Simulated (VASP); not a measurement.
Wanted: the native input for a VASP 6.6.1 run.

| Quantity | Value |
| --- | --- |
| Task | single point |
| Functional | PBE |
| Potentials or basis | VASP PAW PBE potentials, release 64 (Hf_pv, N) |
| Cutoff | 520 eV |
| k mesh | 11 × 11 × 11 |
| Occupations | fermi-dirac, width 0.02 eV |
| Spin | no spin polarisation |
| Dipole correction | no |
| Further INCAR settings | ALGO = Normal; EDIFF = 1e-06; NBANDS = 14 |

The structure of HfN lies in POSCAR:

```
HfN
1.0
    0.0000000000      2.2740609709      2.2740609709
    2.2740609709      0.0000000000      2.2740609709
    2.2740609709      2.2740609709      0.0000000000
Hf N
1 1
Direct
    0.0000000000      0.0000000000      0.0000000000
    0.5000000000      0.5000000000      0.5000000000
```

These files were run (other wordings do the same):

INCAR

```
  PREC = Accurate
  ENCUT = 520
  EDIFF = 1E-6
  ISMEAR = -1
  SIGMA = 0.02
  LREAL = F
  LASPH = T
  NELM = 80
  ALGO = Normal
  ISIF = 2
  LWAVE = F
  LCHARG = F
  GGA = PE
  NBANDS = 14
```

KPOINTS

```
regular mesh
0
Gamma
  11 11 11
```

Potentials or basis: VASP PAW PBE potentials, release 64 (Hf_pv, N).

Launch:

```bash
$ cat potpaw_PBE.64/Hf_pv/POTCAR potpaw_PBE.64/N/POTCAR > POTCAR
$ mpirun -np 1 vasp_std > vasp.out
```

It gave:

The pressure is -2.3 GPa.

Run time: 5.7 s on 1 thread of Intel(R) Xeon(R) 6975P-C (Granite Rapids), with other jobs on the host, peak memory 0.15 GiB.
